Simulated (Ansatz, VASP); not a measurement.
One calculation of SnTe, two programs

```xyz
2
Lattice="0.0000 3.0302 3.1565 3.0302 0.0000 3.1565 3.0302 3.0302 0.0000" Properties=species:S:1:pos:R:3 pbc="T T T"
Sn    0.0000    0.0000    0.0000
Te    3.0302    3.0302    3.1565
```

Change from the starting cell: strain -0.0400 x Voigt [1, 1, 0, 0, 0, 0], atoms carried along.

Alike in both runs: task single point; functional PBEsol; k mesh 10 × 10 × 10; occupations gaussian, width 0.03 eV; no spin polarisation.

|  | VASP | Ansatz |
| --- | --- | --- |
| version | VASP 6.6.1 | Ansatz 0.2.0 |
| potentials or method | VASP PAW PBE potentials, release 64 (Sn_d, Te), cutoff 500 eV | scalar-relativistic, plane waves, PAW |
| valence electrons in the cell | 20 | 30 |

|  | VASP | Ansatz | Ansatz less VASP |
| --- | --- | --- | --- |
| gap on the k mesh at the Fermi level (eV) | 0.11 | 0.11 | +0.006 |
| least direct gap on the mesh (eV) | 0.44 | 0.44 | +0.003 |
| pressure (GPa) | 4.1 | 4.1 | -0.02 |
| traceless stress, the component that is largest in VASP (GPa) | -4.47 | -4.45 | +0.017 |

VASP's potentials were made for PBE, not for PBEsol. VASP's potentials hold 20 valence electrons a cell and Ansatz's 30, so a difference there can come from the potentials and not from the codes.

Neither program's run includes spin-orbit coupling.
